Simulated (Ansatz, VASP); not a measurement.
# CoBi: VASP beside Ansatz

```
Co Bi
1.0
     0.00000    2.70033    2.70033
     2.70033    0.00000    2.70033
     2.70033    2.70033    0.00000
Co Bi
1 1
Direct
  0.00000 0.00000 0.00000
  0.50000 0.50000 0.50000
```

Alike in both runs: functional PBE; k mesh 13 × 13 × 13; occupations fermi-dirac, width 0.05 eV; collinear spin.

Ansatz relaxed the structure, and its values are those at the end. VASP's run is a single point on that final structure, the one shown.

```csv
,VASP,Ansatz
version,VASP 6.6.1,Ansatz 0.2.0
potentials or method,"VASP PAW PBE potentials, release 64 (Co, Bi_d)","PAW with Ansatz's default frozen-core files, scalar-relativistic"
plane-wave cutoff (eV),520,420
valence electrons in the cell,24,32
```

```tsv
	VASP	Ansatz	Ansatz less VASP
pressure (GPa)	-0.1	0.0	+0.10
net moment per atom (μB)	0.27	0.27	+0.003
size of the moment on the site where the two differ most (μB)	0.03	0.02	-0.013
```

Site moments also hang on the region over which each program counts them. VASP's potentials hold 24 valence electrons a cell and Ansatz's 32, so a difference there can come from the potentials and not from the codes.

Spin-orbit coupling is off throughout.
